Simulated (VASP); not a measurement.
# Ca32H (a cell with a defect) in VASP: single point with PBEsol

Aim: the single point of Ca32H (a cell with a defect) with PBEsol.

All numbers are computed with VASP 6.6.1; they aren't measurements. Logs are shortened: lines on timing, memory, paths and dates and some standing lists are left out, and cuts for length are marked.

## (1) The cell of the first run

The cell holds a defect, 33 atoms: a = 11.160 Å, b = 11.160 Å, c = 11.160 Å, α = 90.00°, β = 90.00°, γ = 90.00°.

## (2) Single point, PBEsol

The input, INCAR:

```
PREC = Accurate ; ENCUT = 520
EDIFF = 1E-7 ; ISMEAR = -1
SIGMA = 0.05 ; LREAL = Auto
LASPH = T ; NELM = 100
ALGO = Normal ; ISIF = 2
LWAVE = F ; LCHARG = F
GGA = PS ; NBANDS = 182
```

The input, KPOINTS:

```
Automatic mesh
0
Gamma
  1 1 1
```

The input, POSCAR:

```
Ca32H
1.0
   11.1600000000      0.0000000000      0.0000000000
    0.0000000000     11.1600000000      0.0000000000
    0.0000000000      0.0000000000     11.1600000000
Ca H
32 1
Direct
    0.5009073866      0.0017168787      0.0015432392
    0.7494367743      0.2506433324     -0.0000607371
    0.7493985715      0.0001610186      0.2505448818
   -0.0000806231      0.0001386854      0.0000444724
    0.2517124854      0.2509148820      0.0015425169
    0.5006377969      0.4994427140     -0.0000633333
    0.7491649272      0.7484074565      0.0015231809
    0.2516815001      0.0016852754      0.2506836553
    0.5086475277      0.2586527063      0.2585216195
    0.7414311123      0.4914376374      0.2585084235
    0.5007090772      0.0002411799      0.4992354930
    0.7414659082      0.2586035426      0.4913382072
    0.7492630750      0.0016923849      0.7482414439
   -0.0015971880      0.4991734954      0.0015203079
    0.2501364880      0.7499229891      0.0000444781
   -0.0000397361      0.2506571515      0.2505211870
    0.2501514154      0.4994079107      0.2505402491
    0.5006524000      0.7499723439      0.2505202745
   -0.0016195585      0.0017169424      0.4990408233
    0.2502341666      0.2507099602      0.4992389322
    0.5086047707      0.4914658455      0.4913317103
    0.7494074140      0.7499369498      0.4992767245
    0.2501446856      0.0001468392      0.7498208584
    0.5007268894      0.2507309412      0.7496631771
    0.7493666183      0.4993712688      0.7497101037
   -0.0015826794      0.7484247942      0.2507347265
   -0.0000725824      0.4994124987      0.4992774655
    0.2517143302      0.7483865872      0.4990364709
   -0.0016093061      0.2508678756      0.7482272630
    0.2516870502      0.4992672560      0.7482428658
    0.5008646282      0.7483961410      0.7482254295
   -0.0000851772      0.7499182679      0.7498245324
    0.6252904520      0.3753534473      0.3740097572
```

Potentials or basis: VASP PAW PBE potentials, release 64 (Ca_sv, H).

On the command line:

```sh
$ cat potpaw_PBE.64/Ca_sv/POTCAR potpaw_PBE.64/H/POTCAR > POTCAR
$ mpirun -np 1 vasp_gam > vasp.out
```

OUTCAR:

```text
PREC = Accurate
   ENCUT = 520
   EDIFF = 1E-7
   ISMEAR = -1
   LREAL = Auto
   LASPH = T
   NELM = 100
   ISIF = 2
   GGA = PS

 ion  position               nearest neighbor table
   1  0.501  0.002  0.002-
   2  0.749  0.251  1.000-
   3  0.749  0.000  0.251-
   4  1.000  0.000  0.000-
   5  0.252  0.251  0.002-
   6  0.501  0.499  1.000-
[... 25 lines left out ...]
  32  1.000  0.750  0.750-
  33  0.625  0.375  0.374-

  LATTYP: Found a simple cubic cell.
 ALAT       =    11.1600000000

  Lattice vectors:

 A1 = (  11.1600000000,   0.0000000000,   0.0000000000)
 A2 = (   0.0000000000,  11.1600000000,   0.0000000000)
 A3 = (   0.0000000000,   0.0000000000,  11.1600000000)

Analysis of symmetry for initial positions (statically):
=====================================================================
 Subroutine PRICEL returns:
 Original cell was already a primitive cell.

 Routine SETGRP: Setting up the symmetry group for a
 simple cubic supercell.

 Subroutine GETGRP returns: Found  1 space group operations
 (whereof  1 operations were pure point group operations)
 out of a pool of 48 trial point group operations.

The static configuration has the point symmetry C_1 .

Analysis of symmetry for dynamics (positions and initial velocities):
=====================================================================
 Subroutine PRICEL returns:
 Original cell was already a primitive cell.

 Routine SETGRP: Setting up the symmetry group for a
 simple cubic supercell.

 Subroutine GETGRP returns: Found  1 space group operations
 (whereof  1 operations were pure point group operations)
 out of a pool of 48 trial point group operations.

The dynamic configuration has the point symmetry C_1 .

 Subroutine INISYM returns: Found  1 space group operations
 (whereof  1 operations are pure point group operations),
 and found     1 'primitive' translations

----------------------------------------------------------------------------------------

                                     Primitive cell

  volume of cell :    1389.9289

  direct lattice vectors                    reciprocal lattice vectors
    11.160000000  0.000000000  0.000000000     0.089605735  0.000000000  0.000000000
     0.000000000 11.160000000  0.000000000     0.000000000  0.089605735  0.000000000
     0.000000000  0.000000000 11.160000000     0.000000000  0.000000000  0.089605735

  length of vectors
    11.160000000 11.160000000 11.160000000     0.089605735  0.089605735  0.089605735

  position of ions in fractional coordinates (direct lattice)
     0.500907387  0.001716879  0.001543239
     0.749436774  0.250643332  0.999939263
     0.749398572  0.000161019  0.250544882
     0.999919377  0.000138685  0.000044472
     0.251712485  0.250914882  0.001542517
     0.500637797  0.499442714  0.999936667
[... 25 lines left out ...]
     0.999914823  0.749918268  0.749824532
     0.625290452  0.375353447  0.374009757

  ion indices of the primitive-cell ions
   primitive index   ion index
                 1           1
                 2           2
                 3           3
                 4           4
                 5           5
                 6           6
[... 25 lines left out ...]
                32          32
                33          33

----------------------------------------------------------------------------------------

 KPOINTS: Automatic mesh

Automatic generation of k-mesh.
 Grid dimensions read from file:
 generate k-points for:    1    1    1

 Generating k-lattice:

  Cartesian coordinates                     Fractional coordinates (reciprocal lattice)
     0.089605735  0.000000000  0.000000000     1.000000000  0.000000000  0.000000000
     0.000000000  0.089605735  0.000000000     0.000000000  1.000000000  0.000000000
     0.000000000  0.000000000  0.089605735     0.000000000  0.000000000  1.000000000

  Length of vectors
     0.089605735  0.089605735  0.089605735

  Shift w.r.t. Gamma in fractional coordinates (k-lattice)
     0.000000000  0.000000000  0.000000000

 Subroutine IBZKPT returns following result:
 ===========================================

 Found      1 irreducible k-points:

 Following reciprocal coordinates:
            Coordinates               Weight
  0.000000  0.000000  0.000000      1.000000
   k-points           NKPTS =      1   k-points in BZ     NKDIM =      1   number of bands    NBANDS=    182
   number of dos      NEDOS =    301   number of ions     NIONS =     33
   total plane-waves  NPLWV = 592704
   dimension x,y,z NGX =    84 NGY =   84 NGZ =   84
   dimension x,y,z NGXF=   168 NGYF=  168 NGZF=  168
   ions per type =              32   1
   NGX,Y,Z   is equivalent  to a cutoff of  12.51, 12.51, 12.51 a.u.
   NGXF,Y,Z  is equivalent  to a cutoff of  25.03, 25.03, 25.03 a.u.
 SYSTEM =  unknown system
   PREC   = accura    normal or accurate (medium, high low for compatibility)
   ISTART =      0    job   : 0-new  1-cont  2-samecut
   ICHARG =      2    charge: 1-file 2-atom 10-const
   ISPIN  =      1    spin polarized calculation?
   LNONCOLLINEAR =      F non collinear calculations
   LSORBIT =      F    spin-orbit coupling
   LASPH  =      T    aspherical Exc in radial PAW
   ENCUT  =  520.0 eV  38.22 Ry    6.18 a.u.  20.75 20.75 20.75*2*pi/ulx,y,z
   NELM   =    100;   NELMIN=  2; NELMDL= -5     # of ELM steps
   EDIFF  = 0.1E-06   stopping-criterion for ELM
   LREAL  =      T    real-space projection
   EDIFFG = 0.1E-05   stopping-criterion for IOM
   NSW    =      0    number of steps for IOM
   IBRION =     -1    ionic relax: 0-MD 1-quasi-New 2-CG
   NFREE  =      0    steps in history (QN), initial steepest desc. (CG)
   ISIF   =      2    stress and relaxation
   ISYM   =      2    0-nonsym 1-usesym 2-fastsym
   POTIM  = 0.5000    time-step for ionic-motion
   TEBEG  =    0.0;   TEEND  =   0.0 temperature during run
   PSTRESS=    0.0 pullay stress
   NELECT =     321.0000    total number of electrons
   NUPDOWN=      -1.0000    fix difference up-down
   EMIN   =  10.00;   EMAX   =-10.00  energy-range for DOS
   EFERMI =   0.00;   METHOD = LEGACY
   ISMEAR =    -1;   SIGMA  =   0.05  broadening in eV -4-tet -1-fermi 0-gaus
   EFERMI_NEDOS =   21; number of points for ismear=-14 and -15
   IALGO  =     38    algorithm
   IMIX   =      4    mixing-type and parameters
     AMIX     =   0.40;   BMIX     =  1.00
     AMIX_MAG =   1.60;   BMIX_MAG =  1.00
  volume/ion in A,a.u.               =      42.12       284.23
  Fermi-wavevector in a.u.,A,eV,Ry     =   1.004413  1.898065 13.726175  1.008845
  Thomas-Fermi vector in A             =   2.137027
   LORBIT       =      0    0 simple, 1 ext, 2 COOP (PROOUT), +10 PAW based schemes
   GGA     = PS    functional components
   LHFCALC =     F    Hartree Fock is set to
   AEXX    =    0.0000 exact exchange contribution
   IVDW    =     0    specifies the selected vdW correction
   LEPSILON=     F    determine dielectric tensor
   LRPA    =     F    only Hartree local field effects (RPA)
 non-spin polarized calculation
  energy-cutoff  :      520.00
  volume of cell :     1389.93
 maximum number of plane-waves:     18765
 NGX is ok and might be reduce to    84
   NGX = 41   NGY = 41   NGZ = 41

 number of electron     320.9999930 magnetization

 Free energy of the ion-electron system (eV)
  ---------------------------------------------------
  ext. energy  EPLUGINS =         0.00000000
  ---------------------------------------------------
  free energy    TOTEN  =       -74.77236671 eV

  energy without entropy =      -74.42545152  energy(sigma->0) =      -74.59890912

 E-fermi :   1.9374     XC(G=0):  -7.7312

 val. band max:        1.7154549425   @ k =   0.0000   0.0000   0.0000
 cond. band min:       1.9814370506   @ k =   0.0000   0.0000   0.0000
 fundamental gap:      0.2659821081
 Fermi energy:         1.9374016975

 k-point     1 :       0.0000    0.0000    0.0000
  band No.  band energies     occupation
      1     -40.2170      2.00000
      2     -40.2125      2.00000
      3     -40.2125      2.00000
      4     -40.2122      2.00000
      5     -40.2121      2.00000
      6     -40.2120      2.00000
[... 164 lines left out ...]
    171       2.4460      0.00008
    172       2.4596      0.00006
 [bands above 172 left out]

------------------------ aborting loop because EDIFF is reached ----------------------------------------

  FORCE on cell =-STRESS in cart. coord.  units (eV):
  Direction    XX          YY          ZZ          XY          YZ          ZX
  --------------------------------------------------------------------------------------
  -------------------------------------------------------------------------------------
  Total      -10.6746885    -10.6747253    -10.6751711      0.0246485     -0.0060954     -0.0078288
  in kB      -12.3047617    -12.3048041    -12.3053180      0.0284124     -0.0070262     -0.0090243
  external PRESSURE =     -12.3049613 kB  Pullay stress =       0.0000000 kB

 VOLUME and BASIS-vectors are now :
 -----------------------------------------------------------------------------
  energy-cutoff  :      520.00
  volume of cell :     1389.93
      direct lattice vectors                 reciprocal lattice vectors
    11.160000000  0.000000000  0.000000000     0.089605735  0.000000000  0.000000000
     0.000000000 11.160000000  0.000000000     0.000000000  0.089605735  0.000000000
     0.000000000  0.000000000 11.160000000     0.000000000  0.000000000  0.089605735

 POSITION                                       TOTAL-FORCE (eV/Angst)
 -----------------------------------------------------------------------------------
      5.59013      0.01916      0.01722        -0.008278      0.000472     -0.000154
      8.36371      2.79718     11.15932        -0.003299      0.003286      0.014272
      8.36329      0.00180      2.79608        -0.002319      0.014042      0.002311
     11.15910      0.00155      0.00050         0.007293     -0.006890     -0.007522
      2.80911      2.80021      0.01721         0.000442     -0.008314     -0.000120
      5.58712      5.57378     11.15929         0.003267     -0.003289      0.014307
[... 25 lines left out ...]
     11.15905      8.36909      8.36804         0.007311      0.007304      0.006686
      6.97824      4.18894      4.17395        -0.007820     -0.009744      0.028855
 -----------------------------------------------------------------------------------
    total drift:                                0.000012     -0.000036     -0.000172

  FREE ENERGIE OF THE ION-ELECTRON SYSTEM (eV)
  ---------------------------------------------------
  free  energy   TOTEN  =       -74.7723667133 eV

  energy  without entropy=      -74.4254515223  energy(sigma->0) =      -74.59890912
```

Run time: 14 min. Hardware: 1 thread of Intel Xeon Platinum 8259CL at 2.50GHz (Skylake/Cascade Lake), shared host; peak memory 1 GiB.

Results:

```yaml
Free_energy: -74.7724 eV
Pressure: -1.2 GPa
Largest_force: 0.043 eV/Å
Band_gap_on_the_k_mesh: zero (an odd number of electrons rules out a gap without spin polarisation)
```

Forces on the atoms (eV/Å):
```
Ca  -0.008  0.000  0.000
Ca  -0.003  0.003  0.014
Ca  -0.002  0.014  0.002
Ca   0.007 -0.007 -0.008
Ca   0.000 -0.008  0.000
Ca   0.003 -0.003  0.014
Ca   0.009 -0.001  0.001
Ca   0.000  0.000 -0.008
Ca  -0.017 -0.017 -0.021
Ca   0.024  0.025 -0.026
Ca   0.002  0.013 -0.002
Ca   0.012 -0.009  0.008
Ca   0.007  0.000  0.000
Ca  -0.001  0.009  0.001
Ca  -0.007  0.007 -0.008
Ca  -0.014  0.003  0.003
Ca   0.014 -0.002  0.002
Ca   0.003 -0.014  0.003
Ca   0.000  0.000  0.008
Ca   0.013  0.002 -0.002
Ca  -0.010  0.012  0.009
Ca  -0.003 -0.014 -0.003
Ca  -0.007 -0.007  0.007
Ca   0.002  0.002 -0.012
Ca  -0.002 -0.002 -0.013
Ca  -0.001 -0.001 -0.008
Ca  -0.014 -0.003 -0.003
Ca   0.000  0.000  0.008
Ca   0.000 -0.008  0.000
Ca   0.000  0.007  0.000
Ca  -0.008  0.000  0.000
Ca   0.007  0.007  0.007
H   -0.008 -0.010  0.029
```

Levels at points of the mesh, in eV from the Fermi level:
```tsv
k point	band 155	band 156	band 157	band 158	band 159	band 160	band 161	band 162	band 163	band 164
(0.00, 0.00, 0.00)	-0.59	-0.33	-0.33	-0.33	-0.22	0.04	0.04	0.04	0.07	0.07
```

Caveat: the k points lie up to 0.56 Å⁻¹ apart, too coarse for converged energies and pressures of a metal; the PAW data sets were made with another functional, which shifts forces and pressure a little.

The gap in the log of VASP goes by the Fermi energy; the results here count the filled bands.